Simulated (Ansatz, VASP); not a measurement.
## Sb3S in VASP and in Ansatz

```
Sb S
1.0
     6.57117    0.00000    0.00000
    -3.28559    5.69080    0.00000
     0.00000    0.00000    5.38764
Sb S
6 2
Direct
  0.84132 0.68263 0.25000
  0.15868 0.84132 0.75000
  0.31737 0.15868 0.25000
  0.15868 0.31737 0.75000
  0.84132 0.15868 0.25000
  0.68263 0.84132 0.75000
  0.33333 0.66667 0.25000
  0.66667 0.33333 0.75000
```

Alike in both runs: functional PBE; k mesh 6 × 6 × 8; occupations gaussian, width 0.1 eV; no spin polarisation.

Ansatz relaxed the structure, and its values are those at the end. VASP's run is a single point on that final structure, the one shown.

|  | VASP | Ansatz |
| --- | --- | --- |
| version | VASP 6.6.1 | Ansatz 0.2.0 |
| potentials or method | VASP PAW PBE potentials, release 64 (Sb, S), cutoff 520 eV | scalar-relativistic, plane waves, PAW |
| valence electrons in the cell | 42 | 102 |

|  | VASP | Ansatz | Ansatz less VASP |
| --- | --- | --- | --- |
| gap on the k mesh at the Fermi level (eV) | none | none | - |
| pressure (GPa) | -0.1 | 0.0 | +0.14 |
| rms of the force components (eV/Å) | 0.006 | 0.001 | -0.0053 |

A gap of «none» marks a metal or a gap that the smearing closes. The functional is the same, so the differences come from potentials, cutoffs and numerics. VASP's potentials hold 42 valence electrons a cell and Ansatz's 102, so a difference there can come from the potentials and not from the codes.

Spin-orbit coupling is off throughout.
